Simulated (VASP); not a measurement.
Runs of VASP 6.6.1 on AlGa3N4. The structure is that of space group R3m (No. 160), or close to it. The cells are those of the table. 

| potentials or basis | cell | cutoff (eV) | gap on the mesh (eV) | pressure (GPa) | largest force (eV/Å) |
| --- | --- | --- | --- | --- | --- |
| VASP PAW LDA potentials, release 64 (Al, Ga_d, N_h) | a = 4.385 Å, angles 92.7°, 8 atoms | 1330 | 2.50 | 9.8 | 1.27 |
| VASP PAW LDA potentials, release 64 (Al, Ga_d, N) | a = 4.300 Å, angles 85.8°, 8 atoms | 520 | 2.60 | 29.1 | 1.62 |
| VASP PAW LDA potentials, release 64 (Al, Ga_d, N_h) | a = 4.344 Å, angles 85.8°, 8 atoms | 1330 | 2.43 | 19.8 | 1.34 |
| VASP PAW LDA potentials, release 64 (Al, Ga_d, N_h) | a = 4.344 Å, angles 94.0°, 8 atoms | 1330 | 2.51 | 20.6 | 2.51 |
| VASP PAW LDA potentials, release 64 (Al, Ga_d, N_h) | a = 4.341 Å, angles 87.2°, 8 atoms | 1330 | 2.72 | (a) | 1.00 |
| VASP PAW LDA potentials, release 64 (Al, Ga_d, N) | a = 4.300 Å, angles 94.1°, 8 atoms | 520 | 2.70 | 30.1 | 2.84 |
| VASP PAW LDA potentials, release 64 (Al, Ga_d, N_h) | a = 4.388 Å, angles 94.0°, 8 atoms | 1330 | 2.33 | 12.5 | 2.21 |
| VASP PAW LDA potentials, release 64 (Al, Ga_d, N_h) | a = 4.341 Å, angles 92.7°, 8 atoms | 1330 | 2.70 | 17.6 | 1.45 |
| VASP PAW LDA potentials, release 64 (Al, Ga_d, N_h) | a = 4.429 Å, angles 92.6°, 8 atoms | 1330 | 2.31 | 2.9 | 1.10 |
| VASP PAW LDA potentials, release 64 (Al, Ga_d, N_h) | a = 4.432 Å, angles 93.9°, 8 atoms | 1330 | 2.15 | 5.4 | 1.93 |
| VASP PAW LDA potentials, release 64 (Al, Ga_d, N_h) | a = 4.429 Å, angles 87.3°, 8 atoms | 1330 | 2.32 | 2.7 | 0.68 |
| VASP PAW LDA potentials, release 64 (Al, Ga_d, N) | a = 4.296 Å, angles 87.2°, 8 atoms | 520 | (b) | 26.4 | 1.20 |

Alike in all rows: task single point; level LDA; no spin polarisation; k mesh 6 × 6 × 6; smearing gaussian 0.05 eV.

Q: Fill in the values left out.

A: (a) 17.4; (b) 2.91.

Caveats: forces of over 1 eV/Å act on the atoms, so gaps and moduli don't describe the material at rest (at least some runs); the cell stands under pressure (at least some runs).

A k mesh can miss the band edges, and the runs leave out spin-orbit coupling on Ga.
